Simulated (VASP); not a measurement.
# Pb (P6_3/mmc) in VASP: further runs, part 3 of 3

VASP 6.6.1. Earlier steps stand in the parts before.

### 5 Relaxation of cell and atoms, PBEsol, target pressure 10 GPa, at which the enthalpy is minimised

This run uses another cell than the first one, of 30.91 Å³/atom, 0.980 times its volume.

The input, INCAR:

```
SYSTEM = Pb
ALGO = Fast ; EDIFF = 1E-6
EDIFFG = -0.01 ; ENCUT = 600
GGA = PS ; IBRION = 2
ISIF = 3 ; ISMEAR = -1
LASPH = .True. ; LCHARG = .False.
LREAL = .False. ; LWAVE = .False.
NELM = 60 ; NSW = 60
PREC = Accurate ; PSTRESS = 100.0
SIGMA = 0.05
```

The input, KPOINTS:

```
k-points
0
Gamma
  9 9 3
  0 0 0
```

The input, POSCAR:

```
Pb
1.0
    3.5243661423      0.0000000000      0.0000000000
   -1.7621830712      3.0521906115      0.0000000000
    0.0000000000      0.0000000000     11.4952418100
Pb
4
Direct
    0.6666666667      0.3333333333      0.7500000000
    0.0000000000      0.0000000000      0.5000000000
    0.3333333333      0.6666666667      0.2500000000
    0.0000000000      0.0000000000      0.0000000000
```

Potentials or basis: VASP PAW PBE potentials, release 64 (Pb_d).

Command:

```console
> cat potpaw_PBE.64/Pb_d/POTCAR > POTCAR
> mpirun -np 1 vasp_std > vasp.out
```

OUTCAR:

```text
SYSTEM = Pb
   EDIFF = 1E-6
   EDIFFG = -0.01
   ENCUT = 600
   GGA = PS
   IBRION = 2
   ISIF = 3
   ISMEAR = -1
   LASPH = .True.
   LREAL = .False.
   NELM = 60
   NSW = 60
   PREC = Accurate
   PSTRESS = 100.0

 ion  position               nearest neighbor table
   1  0.667  0.333  0.750-   2 3.52   4 3.52   2 3.52   4 3.52   2 3.52   4 3.52
   2  0.000  0.000  0.500-   1 3.52   3 3.52   1 3.52   3 3.52   1 3.52   3 3.52
   3  0.333  0.667  0.250-   2 3.52   4 3.52   2 3.52   4 3.52   2 3.52   4 3.52
   4  0.000  0.000  0.000-   1 3.52   3 3.52   1 3.52   3 3.52   1 3.52   3 3.52

  LATTYP: Found a hexagonal cell.
 ALAT       =     3.5243661423
 C/A-ratio  =     3.2616480087

  Lattice vectors:

 A1 = (   3.5243661423,   0.0000000000,   0.0000000000)
 A2 = (  -1.7621830712,   3.0521906115,   0.0000000000)
 A3 = (   0.0000000000,   0.0000000000,  11.4952418100)

Analysis of symmetry for initial positions (statically):
=====================================================================
 Subroutine PRICEL returns:
 Original cell was already a primitive cell.

 Routine SETGRP: Setting up the symmetry group for a
 hexagonal supercell.

 Subroutine GETGRP returns: Found 24 space group operations
[... 172 lines left out ...]

------------------------ aborting loop because EDIFF is reached ----------------------------------------

  FORCE on cell =-STRESS in cart. coord.  units (eV):
  Direction    XX          YY          ZZ          XY          YZ          ZX
  --------------------------------------------------------------------------------------
  -------------------------------------------------------------------------------------
  Total       -1.3069248     -1.3069248     -0.9579067      0.0000000      0.0000000      0.0000000
  in kB      -16.9336435    -16.9336435    -12.4114637      0.0000000      0.0000000      0.0000000
  external PRESSURE =    -115.4262502 kB  Pullay stress =     100.0000000 kB
[... 27 lines left out ...]
--------------------------------------- Ionic step        2  -------------------------------------------

 number of electron      56.0000000 magnetization

 E-fermi :  11.4987     XC(G=0): -11.9890

 val. band max:       11.4977111071   @ k =   0.2222   0.2222   0.0000
 cond. band min:      11.6138340644   @ k =   0.3333   0.2222   0.0000
 fundamental gap:      0.1161229572
 Fermi energy:        11.4986919039

 k-point     1 :       0.0000    0.0000    0.0000
  band No.  band energies     occupation
      1      -6.3503      2.00000
      2      -6.2363      2.00000
      3      -6.2009      2.00000
      4      -6.1375      2.00000
      5      -6.1222      2.00000
      6      -6.1222      2.00000
[... 1132 lines left out ...]
--------------------------------------- Ionic step        9  -------------------------------------------

 number of electron      56.0000004 magnetization

 Free energy of the ion-electron system (eV)
  ---------------------------------------------------
  ext. energy  EPLUGINS =         0.00000000
  ---------------------------------------------------
  free energy    TOTEN  =       -15.58833891 eV

  energy without entropy =      -15.58179704  energy(sigma->0) =      -15.58506797

 E-fermi :   9.0783     XC(G=0): -11.1344

 val. band max:        9.0589279179   @ k =   0.4444   0.1111   0.0000
 cond. band min:       9.1917341882   @ k =   0.3333   0.0000   0.3333
 fundamental gap:      0.1328062704
 Fermi energy:         9.0783000692

 k-point     1 :       0.0000    0.0000    0.0000
  band No.  band energies     occupation
      1      -8.2263      2.00000
      2      -8.1884      2.00000
      3      -8.1352      2.00000
      4      -8.1336      2.00000
      5      -8.1336      2.00000
      6      -8.1253      2.00000
[... 888 lines left out ...]
  energy  without entropy=      -15.5817970377  energy(sigma->0) =      -15.58506797

  enthalpy is  TOTEN    =        -9.1354861309 eV   P V=        6.4528527786

 reached required accuracy - stopping structural energy minimisation
```

CONTCAR:

```text
Pb
   1.00000000000000
     3.3152931458950636   -0.0000000000050615    0.0000000000000000
    -1.6576465729989491    2.8711280853740537    0.0000000000000000
    -0.0000000000000000    0.0000000000000000   10.8614507176514845
  Pb
     4
Direct
     0.6666666667000030    0.3333333332999970    0.7500000000000000
     1.0000000000000000    0.0000000000000000    0.5000000000000000
     0.3333333332999970    0.6666666667000030    0.2500000000000000
     1.0000000000000000    0.0000000000000000    0.0000000000000000

  0.00000000E+00  0.00000000E+00  0.00000000E+00
  0.00000000E+00  0.00000000E+00  0.00000000E+00
  0.00000000E+00  0.00000000E+00  0.00000000E+00
  0.00000000E+00  0.00000000E+00  0.00000000E+00
```

Wall time 10 min (1 thread of Intel Xeon Platinum 8488C (Sapphire Rapids), shared host); peak memory 0.33 GiB.

What came out:

| Item | Value |
| --- | --- |
| Free energy | -15.5883 eV |
| Relaxed volume | 25.85 Å³/atom |
| Relaxed cell | a = 3.315 Å, b = 3.315 Å, c = 10.861 Å, α = 90.00°, β = 90.00°, γ = 120.00° |
| Space group after relaxing (to 0.05 Å) | P6_3/mmc (No. 194) |
| Energy change on relaxing (the enthalpy is what falls) | +104.3 meV/atom |
| Ionic steps | 9 |
| Pressure after relaxing | 10.0 GPa |
| Band gap on the k mesh | zero (band 28 reaches 15.70 eV, above the bottom of band 29 at 6.50 eV) |

The path:
```tsv
step	energy change (eV)	largest force (eV/Å)	pressure (GPa)	volume (Å³)
1	0.0000	0.0000	-1.54	123.65
2	2.2776	0.0000	31.55	87.93
3	0.3853	0.0000	9.48	103.91
4	0.4139	0.0000	9.98	103.44
5	0.4379	0.0000	10.32	103.06
6	0.3943	0.0000	9.67	103.76
7	0.4151	0.0000	9.96	103.42
8	0.4156	0.0000	9.99	103.41
9	0.4173	0.0000	9.99	103.39
```

Final structure:
```
CELL_PARAMETERS angstrom
3.31529 0.00000 0.00000
-1.65765 2.87113 0.00000
0.00000 0.00000 10.86145
ATOMIC_POSITIONS crystal
Pb 0.66667 0.33333 0.75000
Pb 0.00000 0.00000 0.50000
Pb 0.33333 0.66667 0.25000
Pb 0.00000 0.00000 0.00000
```

Levels at points of the mesh, in eV from the Fermi level:
```
           k point  band 24  band 25  band 26  band 27  band 28  band 29  band 30  band 31  band 32  band 33
(0.00, 0.00, 0.00)    -8.37    -5.13     0.93     0.93     6.49     6.49     7.48     7.48     7.52     7.52
```

Caveat: the cell is relaxed towards a set pressure, so the enthalpy falls and the energy may rise; the volume moved by over 15 % at a fixed basis, so the end points are rough; the PAW data sets were made with another functional, which shifts forces and pressure a little; spin-orbit coupling is left out, which moves the levels of the heavy elements.

### 6 Relaxation of cell and atoms, PBEsol, target pressure 20 GPa, at which the enthalpy is minimised

This run uses another cell than the first one, of 30.91 Å³/atom, 0.980 times its volume.

The input, INCAR:

```
SYSTEM = Pb
ALGO = Fast
EDIFF = 1E-6
EDIFFG = -0.01
ENCUT = 600
GGA = PS
IBRION = 2
ISIF = 3
ISMEAR = -1
LASPH = .TRUE.
LCHARG = .FALSE.
LREAL = .FALSE.
LWAVE = .FALSE.
NELM = 80
NSW = 60
PREC = Accurate
PSTRESS = 200.0
SIGMA = 0.05
```

The input, KPOINTS:

```
k-points
0
G
  9 9 3
  0 0 0
```

POSCAR is that of step 5.

Potentials or basis: VASP PAW PBE potentials, release 64 (Pb_d).

Command:

```console
> cat potpaw_PBE.64/Pb_d/POTCAR > POTCAR
> mpirun -np 1 vasp_std > vasp.out
```

Run time: 11 min. Hardware: 1 thread of Intel Xeon Platinum 8488C (Sapphire Rapids), shared host; peak memory 0.32 GiB.

Results (log left out):

```yaml
Free_energy: -14.7856 eV
Relaxed_volume: 23.65 Å³/atom
Relaxed_cell: a = 3.219 Å, b = 3.219 Å, c = 10.539 Å, α = 90.00°, β = 90.00°, γ = 120.00°
Space_group_after_relaxing_to_0.05_Å: P6_3/mmc (No. 194)
Energy_change_on_relaxing_the_enthalpy_is_what_falls: +305.0 meV/atom
Ionic_steps: 11
Pressure_after_relaxing: 20.0 GPa
Band_gap_on_the_k_mesh: zero (band 28 reaches 17.48 eV, above the bottom of band 29 at 7.44 eV)
```

Step by step:
| step | energy change (eV) | largest force (eV/Å) | pressure (GPa) | volume (Å³) |
| --- | --- | --- | --- | --- |
| 1 | 0.0000 | 0.0000 | -1.54 | 123.65 |
| 2 | 13.8444 | 0.0000 | 147.43 | 63.19 |
| 3 | 0.9153 | 0.0000 | 16.46 | 97.28 |
| 4 | 1.0896 | 0.0000 | 18.53 | 95.69 |
| 5 | 1.2193 | 0.0000 | 19.97 | 94.61 |
| 6 | 1.2867 | 0.0000 | 20.78 | 94.08 |
| 7 | 1.1155 | 0.0000 | 18.80 | 95.46 |
| 8 | 1.2154 | 0.0000 | 19.96 | 94.64 |
| 9 | 1.2175 | 0.0000 | 19.98 | 94.62 |
| 10 | 1.2189 | 0.0000 | 20.01 | 94.61 |
| 11 | 1.2201 | 0.0000 | 20.03 | 94.60 |

Final structure:
```
CELL_PARAMETERS angstrom
3.21941 0.00000 0.00000
-1.60970 2.78809 0.00000
0.00000 0.00000 10.53938
ATOMIC_POSITIONS crystal
Pb 0.66667 0.33333 0.75000
Pb 0.00000 0.00000 0.50000
Pb 0.33333 0.66667 0.25000
Pb 0.00000 0.00000 0.00000
```

Levels at points of the mesh, in eV from the Fermi level:
| k point | band 24 | band 25 | band 26 | band 27 | band 28 | band 29 | band 30 | band 31 | band 32 | band 33 |
| --- | --- | --- | --- | --- | --- | --- | --- | --- | --- | --- |
| (0.00, 0.00, 0.00) | -8.50 | -5.71 | 1.08 | 1.08 | 7.00 | 7.00 | 8.12 | 8.12 | 8.12 | 8.12 |

Caveat: the cell is relaxed towards a set pressure, so the enthalpy falls and the energy may rise; the volume moved by over 15 % at a fixed basis, so the end points are rough; the PAW data sets were made with another functional, which shifts forces and pressure a little; spin-orbit coupling is left out, which moves the levels of the heavy elements.

### 7 The runs side by side

| task | cell | k mesh | cutoff (eV) | gap on the mesh (eV) | pressure (GPa) |
| --- | --- | --- | --- | --- | --- |
| single point | a = 3.524, b = 3.524, c = 11.725 Å, angles 90.0, 90.0, 120.0°, 4 atoms | 7 × 7 × 2 | 520 | none | -2.2 |
| single point | a = 3.524, b = 3.524, c = 11.955 Å, angles 90.0, 90.0, 120.0°, 4 atoms | 7 × 7 × 2 | 520 | none | -2.7 |
| relaxation of cell and atoms | relaxed to 5 GPa from a = 3.524, b = 3.524, c = 11.495 Å, angles 90.0, 90.0, 120.0°, 4 atoms | 9 × 9 × 3 | 600 | none | 5.0 |
| relaxation of cell and atoms | relaxed to 10 GPa from a = 3.524, b = 3.524, c = 11.495 Å, angles 90.0, 90.0, 120.0°, 4 atoms | 9 × 9 × 3 | 600 | none | 10.0 |
| relaxation of cell and atoms | relaxed to 20 GPa from a = 3.524, b = 3.524, c = 11.495 Å, angles 90.0, 90.0, 120.0°, 4 atoms | 9 × 9 × 3 | 600 | none | 20.0 |

Alike in all rows: level PBEsol; potentials or basis VASP PAW PBE potentials, release 64 (Pb_d); no spin polarisation; smearing fermi-dirac 0.05 eV.

Caveats: the PAW data sets were made with another functional, which shifts forces and pressure a little; spin-orbit coupling is left out, which moves the levels of the heavy elements; the cell is relaxed towards a set pressure, so the enthalpy falls and the energy may rise (some runs); the volume moved by over 15 % at a fixed basis, so the end points are rough (some runs).

Total energies depend on the potentials used, so only differences within one code and one set of settings carry meaning.
